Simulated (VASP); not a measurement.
A run of VASP 6.6.1:

The input INCAR:

```
ALGO = Normal ; EDIFF = 1E-6
ENCUT = 520 ; GGA = PS
ISIF = 2 ; ISMEAR = -5
ISPIN = 2 ; LASPH = T
LCHARG = F ; LMAXMIX = 6
LORBIT = 11 ; LREAL = F
LWAVE = F ; MAGMOM = 7 0
NBANDS = 26 ; NELM = 150
PREC = Accurate ; SIGMA = 0.1
```

File KPOINTS:

```
k-points
0
Gamma
  11 11 11
```

POSCAR

```
GdIn
1.0
    3.7398066742      0.0000000000      0.0000000000
    0.0000000000      3.7398066742      0.0000000000
    0.0000000000      0.0000000000      3.7398066742
Gd In
1 1
Direct
    0.0000000000      0.0000000000      0.0000000000
    0.5000000000      0.5000000000      0.5000000000
```

Potentials or basis: VASP PAW PBE potentials, release 64 (Gd, In_d).

Command:

```sh
$ cat potpaw_PBE.64/Gd/POTCAR potpaw_PBE.64/In_d/POTCAR > POTCAR
$ mpirun -np 1 vasp_std > vasp.out
```

Hardware: 1 thread of Intel(R) Xeon(R) Platinum 8488C (Sapphire Rapids) (shared host).

Question: How long does it take, and how much memory?

Answer: It took 4.2 min on 1 thread of Intel(R) Xeon(R) Platinum 8488C (Sapphire Rapids), with other jobs on the host, peak memory 0.28 GiB. Counts: scf iterations 35, k points 56.
